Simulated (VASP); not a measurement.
ZnS: elastic constants with PBEsol

The system is ZnS.

```
Zn S
1.0
     2.67777    2.67777    0.00000
    -2.67777    2.67777    0.00000
     0.00000    2.67777    2.67777
Zn S
1 1
Direct
  0.75000 0.25000 0.50000
  0.00000 0.00000 0.00000
```

```json
{
 "Program": "VASP 6.6.1",
 "Task": "elastic constants",
 "Functional": "PBEsol",
 "Potentials or basis": "VASP PAW PBE potentials, release 64 (Zn, S)",
 "Cutoff": "500 eV",
 "k mesh": "8 × 8 × 8",
 "Occupations": "gaussian, width 0.01 eV",
 "Spin": "no spin polarisation",
 "Dipole correction": "no",
 "Ions in elastic constants": "relaxed",
 "Further INCAR settings": "ALGO = Normal; EDIFF = 1e-08; IBRION = 6; POTIM = 0.015; NSW = 1; ISIF = 3"
}
```

```
Elastic constants C11, C12, C44                         : 108, 66, 49 GPa
Voigt bulk modulus                                      : 80 GPa
Highest phonon frequency at Γ, LO-TO splitting left out : 280 cm⁻¹
```

Phonon frequencies in cm⁻¹ (negative: imaginary):
```csv
q point,frequencies
"(0.000, 0.000, 0.000)",-1 -1 -1 280 280 280
```

Elastic tensor in Voigt notation (GPa, in the Cartesian axes of the cell as first typed):
```
108  66  66   0   0   0
 66 108  66   0   0   0
 66  66 108   0   0   0
  0   0   0  49   0   0
  0   0   0   0  49   0
  0   0   0   0   0  49
```

Clamped-ion elastic tensor (GPa):
```
108  66  66   0   0   0
 66 108  66   0   0   0
 66  66 108   0   0   0
  0   0   0  74   0   0
  0   0   0   0  74   0
  0   0   0   0   0  74
```

Run time: 8.1 min on 1 thread of Intel(R) Xeon(R) Platinum 8259CL CPU @ 2.50GHz (Skylake/Cascade Lake), with other jobs on the host, peak memory 0.27 GiB.

Caveat: the PAW data sets were made with another functional, which shifts forces and pressure a little.
